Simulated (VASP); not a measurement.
Set up this calculation in VASP 6.6.1, as the native input.

* Task: relaxation of cell and atoms
* Functional: PBE
* Potentials or basis: VASP PAW PBE potentials, release 64 (Te, F)
* Cutoff: 600 eV
* k mesh: 18 × 18 × 18
* Occupations: gaussian, width 0.1 eV
* Spin: no spin polarisation
* Dipole correction: no
* Further INCAR settings: ALGO = Normal; EDIFF = 1e-07; IBRION = 2; EDIFFG = -0.01; NSW = 100; ISIF = 3

The structure of TeF lies in POSCAR:

```
TeF
1.0
    3.2619092491      0.0000000000      0.0000000000
    0.0000000000      3.2619092491      0.0000000000
    0.0000000000      0.0000000000      3.2619092491
Te F
1 1
Direct
    0.5000000000      0.5000000000      0.5000000000
    0.0000000000      0.0000000000      0.0000000000
```

The cell was generated, and may not be a known phase.

The input as run:

INCAR

```
PREC = Accurate
ENCUT = 600
EDIFF = 1E-7
ISMEAR = 0
SIGMA = 0.1
LREAL = F
LASPH = T
NELM = 100
ALGO = Normal
ISIF = 3
LWAVE = F
LCHARG = F
GGA = PE
IBRION = 2
NSW = 100
EDIFFG = -0.01
```

KPOINTS

```
regular mesh
0
Gamma
  18 18 18
```

Potentials or basis: VASP PAW PBE potentials, release 64 (Te, F).

Command:

```bash
$ cat potpaw_PBE.64/Te/POTCAR potpaw_PBE.64/F/POTCAR > POTCAR
$ mpirun -np 1 vasp_std > vasp.out
```

Results of the run:

```yaml
Relaxed_volume: 17.29 Å³/atom
Relaxed_cell: a = 3.258 Å, b = 3.258 Å, c = 3.258 Å, α = 90.00°, β = 90.00°, γ = 90.00°
Space_group_after_relaxing_to_0.1_Å: Pm-3m (No. 221)
Energy_gained_by_relaxing: 0.0 meV/atom
Ionic_steps: 2
Pressure_after_relaxing: 0.1 GPa
Band_gap_on_the_k_mesh: zero (an odd number of electrons rules out a gap without spin polarisation)
```

Caveat: spin-orbit coupling is left out, which moves the levels of the heavy elements; an odd number of electrons without spin polarisation forces a metal; a magnetic or distorted state may lie lower.

It took 64 s on 1 thread of Intel(R) Xeon(R) Platinum 8488C (Sapphire Rapids) (shared host), peak memory 0.24 GiB.
